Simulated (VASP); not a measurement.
Runs of VASP 6.6.1 on WC (WC type). The structure is that of space group P-6m2 (No. 187), or close to it. The cells are those of the table. 

| task | cell | k mesh for the DOS | occupations for the DOS | gap on the mesh (eV) | pressure (GPa) |
| --- | --- | --- | --- | --- | --- |
| single point | a = 2.858, b = 2.858, c = 2.798 Å, angles 90.0, 90.0, 120.0°, 2 atoms | - | - | none | 28.4 |
| single point | a = 2.697, b = 2.697, c = 2.673 Å, angles 90.0, 90.0, 120.0°, 2 atoms | - | - | none | 139.2 |
| single point | a = 2.922, b = 2.922, c = 2.846 Å, angles 90.0, 90.0, 120.0°, 2 atoms | - | - | none | (b) |
| single point | a = 2.598, b = 2.598, c = 2.594 Å, angles 90.0, 90.0, 120.0°, 2 atoms | - | - | none | (a) |
| single point | a = 2.490, b = 2.490, c = 2.508 Å, angles 90.0, 90.0, 120.0°, 2 atoms | - | - | none | 434.5 |

Alike in all rows: level PBE; potentials or basis VASP PAW PBE potentials, release 64 (W_sv, C); no spin polarisation; k mesh 17 × 17 × 15; cutoff (eV) 520; smearing fermi-dirac 0.1 eV.

**Question.** Estimate the missing entries.

**Answer.** (a) 253.0; (b) 1.1.

Caveats: spin-orbit coupling is left out, which moves the levels of the heavy elements.

A k mesh can miss the band edges, and the runs leave out spin-orbit coupling on W.

A gap of «none» marks levels without a gap at the run's occupations.
